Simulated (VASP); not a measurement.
Here is a VASP 6.6.1 calculation.

The input INCAR:

```
ALGO = Normal
EDIFF = 1E-7
ENCUT = 520
GGA = PS
ISIF = 2
ISMEAR = -1
ISYM = 0
IVDW = 13
LASPH = T
LCHARG = T
LELF = T
LREAL = Auto
LVHAR = T
LWAVE = F
NBANDS = 86
NELM = 80
PREC = Accurate
SIGMA = 0.05
```

Contents of KPOINTS:

```
Automatic mesh
0
Gamma
  1 1 1
  0.25 0.25 0.25
```

POSCAR

```
Zn2SnGeP4
1.0
    5.5467560000     -0.0000900000     -0.0000210000
   -0.0000900000      5.5467560000     -0.0000210000
   -0.0000420000     -0.0000420000     11.0634360000
Zn Ge Sn P
4 2 2 8
Direct
    0.0031530000      0.9929920000      0.0050280000
    0.9940010000      0.4898580000      0.2441260000
    0.4989420000      0.0009390000      0.7492490000
    0.4836490000      0.5046930000      0.4986310000
    0.9909290000      0.9951580000      0.4989030000
    0.5098460000      0.4906730000      0.9972710000
    0.4991430000      0.9969700000      0.2523580000
    0.0005670000      0.4912460000      0.7505480000
    0.2436080000      0.2470620000      0.1283950000
    0.2632440000      0.2521970000      0.6254350000
    0.7621080000      0.7453000000      0.1174020000
    0.7429730000      0.2674620000      0.3803610000
    0.2501190000      0.7347640000      0.3798460000
    0.2534260000      0.7723750000      0.8796250000
    0.7269650000      0.7449880000      0.6262220000
    0.7557110000      0.2473270000      0.8790350000
```

Potentials or basis: VASP PAW PBE potentials, release 64 (Zn, Ge_d, Sn_d, P).

Run with:

```bash
$ cat potpaw_PBE.64/Zn/POTCAR potpaw_PBE.64/Ge_d/POTCAR potpaw_PBE.64/Sn_d/POTCAR potpaw_PBE.64/P/POTCAR > POTCAR
$ mpirun -np 1 vasp_std > vasp.out
```

(1) Predict the band gap on the k mesh.

(2) Predict the dispersion energy per atom.

## Answers

(1) 1.58 eV.

(2) -0.200 eV.

Caveat: the k points lie up to 1.13 Å⁻¹ apart; spin-orbit coupling is left out, which moves the levels of the heavy elements.
